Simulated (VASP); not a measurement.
Se, 1 atom in the cell. It takes space group Im-3m (No. 229, cubic). The conventional cell has a = 2.775 Å, b = 2.775 Å, c = 2.775 Å, α = 90.00°, β = 90.00°, γ = 90.00°. Se (site symmetry m-3m) has 14 Se at 2.40 to 2.77 Å within 3.2 Å. This isn't the form of Se at room conditions, which is trigonal, of chains.

```yaml
Program: VASP 6.6.1
Task: single point
Functional: PBEsol
Potentials_or_basis: VASP PAW PBE potentials, release 64 (Se)
Cutoff: 500 eV
k_mesh: 22 × 22 × 22
Occupations: fermi-dirac, width 0.1 eV
Spin: no spin polarisation
Dipole_correction: no
Further_INCAR_settings: ALGO = Normal; EDIFF = 1e-06; NBANDS = 9
```

Potentials or basis: VASP PAW PBE potentials, release 64 (Se).

Command:

```console
$ cat potpaw_PBE.64/Se/POTCAR > POTCAR
$ mpirun -np 1 vasp_std > vasp.out
```

Hardware: 1 thread of Intel(R) Xeon(R) 6975P-C (Granite Rapids), on a shared host.

Task: Estimate the wall time of this run.

Result: Wall time 9.3 s on 1 thread of Intel(R) Xeon(R) 6975P-C (Granite Rapids) (shared host), peak memory 0.14 GiB. Counts: scf iterations 10, k points 328.
